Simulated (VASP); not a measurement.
# CdS (P6_3mc) in VASP: a series of runs, part 2 of 2

VASP 6.6.1. Earlier steps stand in the parts before.

### 4 Single point, PBE

INCAR reads:

```
PREC     = Accurate       # precision mode
ENCUT    = 520            # plane-wave cutoff, eV
EDIFF    = 1E-6           # SCF threshold, eV
ISMEAR   = 0              # smearing method
SIGMA    = 0.02           # smearing width, eV
LREAL    = False          # projectors in reciprocal space
LASPH    = True           # aspherical terms in the spheres
NELM     = 60             # most SCF steps
ALGO     = Normal         # electronic algorithm
ISIF     = 2              # what is computed and relaxed
LWAVE    = False          # write WAVECAR
LCHARG   = False          # write CHGCAR
GGA      = PE             # functional
NBANDS   = 26             # bands
```

KPOINTS reads:

```
Automatic mesh
0
Gamma
  9 9 4
```

POSCAR reads:

```
CdS
1.0
    4.1964359599      0.0000000000      0.0000000000
   -2.0982179800      3.6342201467      0.0000000000
    0.0000000000      0.0000000000      6.8291483556
Cd S
2 2
Direct
    0.6666666667      0.3333333333      0.5002281163
    0.3333333333      0.6666666667      0.0002281163
    0.6666666667      0.3333333333      0.8767718837
    0.3333333333      0.6666666667      0.3767718837
```

Potentials or basis: VASP PAW PBE potentials, release 64 (Cd, S).

Started as:

```sh
$ cat potpaw_PBE.64/Cd/POTCAR potpaw_PBE.64/S/POTCAR > POTCAR
$ mpirun -np 1 vasp_std > vasp.out
```

OUTCAR:

```text
PREC = Accurate
   ENCUT = 520
   EDIFF = 1E-6
   ISMEAR = 0
   LREAL = False
   LASPH = True
   NELM = 60
   ISIF = 2
   GGA = PE

 ion  position               nearest neighbor table
   1  0.667  0.333  0.500-   4 2.57   4 2.57   4 2.57   3 2.57
   2  0.333  0.667  0.000-   3 2.57   3 2.57   3 2.57   4 2.57
   3  0.667  0.333  0.877-   2 2.57   2 2.57   2 2.57   1 2.57
   4  0.333  0.667  0.377-   1 2.57   1 2.57   1 2.57   2 2.57

  LATTYP: Found a hexagonal cell.
 ALAT       =     4.1964359599
 C/A-ratio  =     1.6273686578

  Lattice vectors:

 A1 = (   4.1964359599,   0.0000000000,   0.0000000000)
 A2 = (  -2.0982179800,   3.6342201467,   0.0000000000)
 A3 = (   0.0000000000,   0.0000000000,   6.8291483556)

Analysis of symmetry for initial positions (statically):
=====================================================================
 Subroutine PRICEL returns:
 Original cell was already a primitive cell.

 Routine SETGRP: Setting up the symmetry group for a
 hexagonal supercell.

 Subroutine GETGRP returns: Found 12 space group operations
 (whereof  6 operations were pure point group operations)
 out of a pool of 24 trial point group operations.

The static configuration has the point symmetry C_3v.
 The point group associated with its full space group is C_6v.

Analysis of symmetry for dynamics (positions and initial velocities):
=====================================================================
 Subroutine PRICEL returns:
 Original cell was already a primitive cell.

 Routine SETGRP: Setting up the symmetry group for a
 hexagonal supercell.

 Subroutine GETGRP returns: Found 12 space group operations
 (whereof  6 operations were pure point group operations)
 out of a pool of 24 trial point group operations.

The dynamic configuration has the point symmetry C_3v.
 The point group associated with its full space group is C_6v.

[... 119 lines left out ...]
   IALGO  =     38    algorithm
   IMIX   =      4    mixing-type and parameters
     AMIX     =   0.40;   BMIX     =  1.00
     AMIX_MAG =   1.60;   BMIX_MAG =  1.00
  volume/ion in A,a.u.               =      26.04       175.71
  Fermi-wavevector in a.u.,A,eV,Ry     =   1.148919  2.171143 17.959903  1.320016
  Thomas-Fermi vector in A             =   2.285592
   LORBIT       =      0    0 simple, 1 ext, 2 COOP (PROOUT), +10 PAW based schemes
   GGA     = PE    functional components
   LHFCALC =     F    Hartree Fock is set to
   AEXX    =    0.0000 exact exchange contribution
   IVDW    =     0    specifies the selected vdW correction
   LEPSILON=     F    determine dielectric tensor
   LRPA    =     F    only Hartree local field effects (RPA)
 non-spin polarized calculation
 Gauss-broadening in eV      SIGMA  =   0.02
  energy-cutoff  :      520.00
  volume of cell :      104.15
 maximum number of plane-waves:      2838
 NGX is ok and might be reduce to    32
   NGX = 15   NGY = 15   NGZ = 25

 number of electron      36.0000000 magnetization

 Free energy of the ion-electron system (eV)
  ---------------------------------------------------
  ext. energy  EPLUGINS =         0.00000000
  ---------------------------------------------------
  free energy    TOTEN  =       -12.29950313 eV

  energy without entropy =      -12.29950313  energy(sigma->0) =      -12.29950313

 E-fermi :   1.0080     XC(G=0):  -8.9193

 val. band max:        0.9112665086   @ k =   0.0000   0.0000   0.0000
 cond. band min:       2.0244121421   @ k =   0.0000   0.0000   0.0000
 fundamental gap:      1.1131456335
 Fermi energy:         1.0079579297

 k-point     1 :       0.0000    0.0000    0.0000
  band No.  band energies     occupation
      1     -11.1770      2.00000
      2     -10.7895      2.00000
      3      -6.6368      2.00000
      4      -6.6310      2.00000
      5      -6.6310      2.00000
      6      -6.5567      2.00000
[... 685 lines left out ...]
     25      10.1686      0.00000
     26      10.1829      0.00000

 [... further k-points ...]

------------------------ aborting loop because EDIFF is reached ----------------------------------------

  FORCE on cell =-STRESS in cart. coord.  units (eV):
  Direction    XX          YY          ZZ          XY          YZ          ZX
  --------------------------------------------------------------------------------------
  -------------------------------------------------------------------------------------
  Total        0.1839332      0.1839332      0.1855535     -0.0000000      0.0000000      0.0000000
  in kB        2.8295175      2.8295175      2.8544423     -0.0000000      0.0000000      0.0000000
  external PRESSURE =       2.8378258 kB  Pullay stress =       0.0000000 kB

 VOLUME and BASIS-vectors are now :
 -----------------------------------------------------------------------------
  energy-cutoff  :      520.00
  volume of cell :      104.15
      direct lattice vectors                 reciprocal lattice vectors
     4.196435960  0.000000000  0.000000000     0.238297453  0.137581099  0.000000000
    -2.098217980  3.634220147  0.000000000     0.000000000  0.275162197  0.000000000
     0.000000000  0.000000000  6.829148356     0.000000000  0.000000000  0.146431143

 POSITION                                       TOTAL-FORCE (eV/Angst)
 -----------------------------------------------------------------------------------
      2.09822      1.21141      3.41613        -0.000000      0.000000     -0.000100
     -0.00000      2.42281      0.00156         0.000000     -0.000000     -0.000100
      2.09822      1.21141      5.98761         0.000000     -0.000000      0.000100
     -0.00000      2.42281      2.57303        -0.000000      0.000000      0.000100
 -----------------------------------------------------------------------------------
    total drift:                               -0.000000     -0.000000     -0.000306

  FREE ENERGIE OF THE ION-ELECTRON SYSTEM (eV)
  ---------------------------------------------------
  free  energy   TOTEN  =       -12.2995031341 eV

  energy  without entropy=      -12.2995031341  energy(sigma->0) =      -12.29950313
```

OSZICAR:

```text
N       E                     dE             d eps       ncg     rms          rms(c)
DAV:   1     0.246929436288E+03    0.24693E+03   -0.17506E+04  1872   0.127E+03
DAV:   2     0.754840813532E+00   -0.24617E+03   -0.23731E+03  2042   0.317E+02
DAV:   3    -0.132485324402E+02   -0.14003E+02   -0.13908E+02  2248   0.752E+01
DAV:   4    -0.133989669845E+02   -0.15043E+00   -0.15029E+00  2116   0.754E+00
DAV:   5    -0.134012513509E+02   -0.22844E-02   -0.22842E-02  2234   0.930E-01    0.104E+01
DAV:   6    -0.123202685494E+02    0.10810E+01   -0.19482E+00  2450   0.138E+01    0.832E+00
DAV:   7    -0.123018448474E+02    0.18424E-01   -0.66674E-01  1932   0.433E+00    0.396E+00
DAV:   8    -0.123004710944E+02    0.13738E-02   -0.73776E-02  2034   0.265E+00    0.473E-01
DAV:   9    -0.122990438580E+02    0.14272E-02   -0.13135E-02  2098   0.137E+00    0.134E-01
DAV:  10    -0.122993452750E+02   -0.30142E-03   -0.11734E-03  2004   0.316E-01    0.120E-01
DAV:  11    -0.122995100227E+02   -0.16475E-03   -0.26305E-04  2064   0.108E-01    0.804E-02
DAV:  12    -0.122995017154E+02    0.83073E-05   -0.13008E-04  1980   0.807E-02    0.148E-02
DAV:  13    -0.122995022643E+02   -0.54882E-06   -0.17055E-05  2186   0.268E-02    0.896E-03
DAV:  14    -0.122995031341E+02   -0.86983E-06   -0.22050E-06  1646   0.120E-02
   1 F= -.12299503E+02 E0= -.12299503E+02  d E =-.492185E-14
```

Run time: 1.8 min. Hardware: 1 thread of Intel Xeon 8259CL, shared host; peak memory 0.27 GiB.

Results:

```yaml
Free_energy: -12.2995 eV
Pressure: 0.3 GPa
Band_gap_on_the_k_mesh: 1.11 eV
```

### 5 Single point, PBE

INCAR reads:

```
SYSTEM = CdS
  PREC = Accurate
  ENCUT = 520
  EDIFF = 1E-6
  ISMEAR = 0
  SIGMA = 0.02
  LREAL = .FALSE.
  LASPH = .TRUE.
  NELM = 80
  ALGO = Normal
  ISIF = 2
  LWAVE = .FALSE.
  LCHARG = .FALSE.
  GGA = PE
  NBANDS = 26
```

KPOINTS reads:

```
regular mesh
0
G
  9 9 4
  0 0 0
```

POSCAR is that of step 4.

Potentials or basis: VASP PAW PBE potentials, release 64 (Cd, S).

Started as:

```sh
$ cat potpaw_PBE.64/Cd/POTCAR potpaw_PBE.64/S/POTCAR > POTCAR
$ mpirun -np 1 vasp_std > vasp.out
```

OUTCAR:

```text
SYSTEM = CdS
   PREC = Accurate
   ENCUT = 520
   EDIFF = 1E-6
   ISMEAR = 0
   LREAL = .FALSE.
   LASPH = .TRUE.
   NELM = 80
   ISIF = 2
   GGA = PE

 ion  position               nearest neighbor table
   1  0.667  0.333  0.500-   4 2.57   4 2.57   4 2.57   3 2.57
   2  0.333  0.667  0.000-   3 2.57   3 2.57   3 2.57   4 2.57
   3  0.667  0.333  0.877-   2 2.57   2 2.57   2 2.57   1 2.57
   4  0.333  0.667  0.377-   1 2.57   1 2.57   1 2.57   2 2.57

  LATTYP: Found a hexagonal cell.
 ALAT       =     4.1964359599
 C/A-ratio  =     1.6273686578

  Lattice vectors:

 A1 = (   4.1964359599,   0.0000000000,   0.0000000000)
 A2 = (  -2.0982179800,   3.6342201467,   0.0000000000)
 A3 = (   0.0000000000,   0.0000000000,   6.8291483556)

Analysis of symmetry for initial positions (statically):
=====================================================================
 Subroutine PRICEL returns:
 Original cell was already a primitive cell.

 Routine SETGRP: Setting up the symmetry group for a
 hexagonal supercell.

 Subroutine GETGRP returns: Found 12 space group operations
 (whereof  6 operations were pure point group operations)
 out of a pool of 24 trial point group operations.

The static configuration has the point symmetry C_3v.
 The point group associated with its full space group is C_6v.

Analysis of symmetry for dynamics (positions and initial velocities):
=====================================================================
 Subroutine PRICEL returns:
 Original cell was already a primitive cell.

 Routine SETGRP: Setting up the symmetry group for a
 hexagonal supercell.

 Subroutine GETGRP returns: Found 12 space group operations
 (whereof  6 operations were pure point group operations)
 out of a pool of 24 trial point group operations.
[... 121 lines left out ...]
   ISMEAR =     0;   SIGMA  =   0.02  broadening in eV -4-tet -1-fermi 0-gaus
   EFERMI_NEDOS =   21; number of points for ismear=-14 and -15
   IALGO  =     38    algorithm
   IMIX   =      4    mixing-type and parameters
     AMIX     =   0.40;   BMIX     =  1.00
     AMIX_MAG =   1.60;   BMIX_MAG =  1.00
  volume/ion in A,a.u.               =      26.04       175.71
  Fermi-wavevector in a.u.,A,eV,Ry     =   1.148919  2.171143 17.959903  1.320016
  Thomas-Fermi vector in A             =   2.285592
   LORBIT       =      0    0 simple, 1 ext, 2 COOP (PROOUT), +10 PAW based schemes
   GGA     = PE    functional components
   LHFCALC =     F    Hartree Fock is set to
   AEXX    =    0.0000 exact exchange contribution
   IVDW    =     0    specifies the selected vdW correction
   LEPSILON=     F    determine dielectric tensor
   LRPA    =     F    only Hartree local field effects (RPA)
 non-spin polarized calculation
 Gauss-broadening in eV      SIGMA  =   0.02
  energy-cutoff  :      520.00
  volume of cell :      104.15
 maximum number of plane-waves:      2838
 NGX is ok and might be reduce to    32
   NGX = 15   NGY = 15   NGZ = 25

 number of electron      36.0000000 magnetization

 Free energy of the ion-electron system (eV)
  ---------------------------------------------------
  ext. energy  EPLUGINS =         0.00000000
  ---------------------------------------------------
  free energy    TOTEN  =       -12.29950313 eV

  energy without entropy =      -12.29950313  energy(sigma->0) =      -12.29950313

 E-fermi :   1.0080     XC(G=0):  -8.9193

 val. band max:        0.9112665086   @ k =   0.0000   0.0000   0.0000
 cond. band min:       2.0244121421   @ k =   0.0000   0.0000   0.0000
 fundamental gap:      1.1131456335
 Fermi energy:         1.0079579297

 k-point     1 :       0.0000    0.0000    0.0000
  band No.  band energies     occupation
      1     -11.1770      2.00000
      2     -10.7895      2.00000
      3      -6.6368      2.00000
      4      -6.6310      2.00000
      5      -6.6310      2.00000
      6      -6.5567      2.00000
[... 685 lines left out ...]
     25      10.1686      0.00000
     26      10.1829      0.00000

 [... further k-points ...]

------------------------ aborting loop because EDIFF is reached ----------------------------------------

  FORCE on cell =-STRESS in cart. coord.  units (eV):
  Direction    XX          YY          ZZ          XY          YZ          ZX
  --------------------------------------------------------------------------------------
  -------------------------------------------------------------------------------------
  Total        0.1839332      0.1839332      0.1855535     -0.0000000      0.0000000      0.0000000
  in kB        2.8295175      2.8295175      2.8544423     -0.0000000      0.0000000      0.0000000
  external PRESSURE =       2.8378258 kB  Pullay stress =       0.0000000 kB

 VOLUME and BASIS-vectors are now :
 -----------------------------------------------------------------------------
  energy-cutoff  :      520.00
  volume of cell :      104.15
      direct lattice vectors                 reciprocal lattice vectors
     4.196435960  0.000000000  0.000000000     0.238297453  0.137581099  0.000000000
    -2.098217980  3.634220147  0.000000000     0.000000000  0.275162197  0.000000000
     0.000000000  0.000000000  6.829148356     0.000000000  0.000000000  0.146431143

 POSITION                                       TOTAL-FORCE (eV/Angst)
 -----------------------------------------------------------------------------------
      2.09822      1.21141      3.41613        -0.000000      0.000000     -0.000100
     -0.00000      2.42281      0.00156         0.000000     -0.000000     -0.000100
      2.09822      1.21141      5.98761         0.000000     -0.000000      0.000100
     -0.00000      2.42281      2.57303        -0.000000      0.000000      0.000100
 -----------------------------------------------------------------------------------
    total drift:                               -0.000000     -0.000000     -0.000306

  FREE ENERGIE OF THE ION-ELECTRON SYSTEM (eV)
  ---------------------------------------------------
  free  energy   TOTEN  =       -12.2995031341 eV

  energy  without entropy=      -12.2995031341  energy(sigma->0) =      -12.29950313
```

OSZICAR:

```text
N       E                     dE             d eps       ncg     rms          rms(c)
DAV:   1     0.246929436288E+03    0.24693E+03   -0.17506E+04  1872   0.127E+03
DAV:   2     0.754840813532E+00   -0.24617E+03   -0.23731E+03  2042   0.317E+02
DAV:   3    -0.132485324402E+02   -0.14003E+02   -0.13908E+02  2248   0.752E+01
DAV:   4    -0.133989669845E+02   -0.15043E+00   -0.15029E+00  2116   0.754E+00
DAV:   5    -0.134012513509E+02   -0.22844E-02   -0.22842E-02  2234   0.930E-01    0.104E+01
DAV:   6    -0.123202685494E+02    0.10810E+01   -0.19482E+00  2450   0.138E+01    0.832E+00
DAV:   7    -0.123018448474E+02    0.18424E-01   -0.66674E-01  1932   0.433E+00    0.396E+00
DAV:   8    -0.123004710944E+02    0.13738E-02   -0.73776E-02  2034   0.265E+00    0.473E-01
DAV:   9    -0.122990438580E+02    0.14272E-02   -0.13135E-02  2098   0.137E+00    0.134E-01
DAV:  10    -0.122993452750E+02   -0.30142E-03   -0.11734E-03  2004   0.316E-01    0.120E-01
DAV:  11    -0.122995100227E+02   -0.16475E-03   -0.26305E-04  2064   0.108E-01    0.804E-02
DAV:  12    -0.122995017154E+02    0.83073E-05   -0.13008E-04  1980   0.807E-02    0.148E-02
DAV:  13    -0.122995022643E+02   -0.54882E-06   -0.17055E-05  2186   0.268E-02    0.896E-03
DAV:  14    -0.122995031341E+02   -0.86983E-06   -0.22050E-06  1646   0.120E-02
   1 F= -.12299503E+02 E0= -.12299503E+02  d E =-.492185E-14
```

stdout:

```text
POSCAR found type information on POSCAR CdS
 POSCAR found :  2 types and       4 ions
 scaLAPACK will be used
 LDA part: xc-table for (Slater+PW92), standard interpolation
 POSCAR, INCAR and KPOINTS ok, starting setup
 FFT: planning ... GRIDC
 FFT: planning ... GRID_SOFT
 FFT: planning ... GRID
 WAVECAR not read
 entering main loop
```

Run time: 1.8 min. Hardware: 1 thread of Intel Xeon 8259CL, shared host; peak memory 0.27 GiB.

Results:

```yaml
Free_energy: -12.2995 eV
Pressure: 0.3 GPa
Band_gap_on_the_k_mesh: 1.11 eV
```
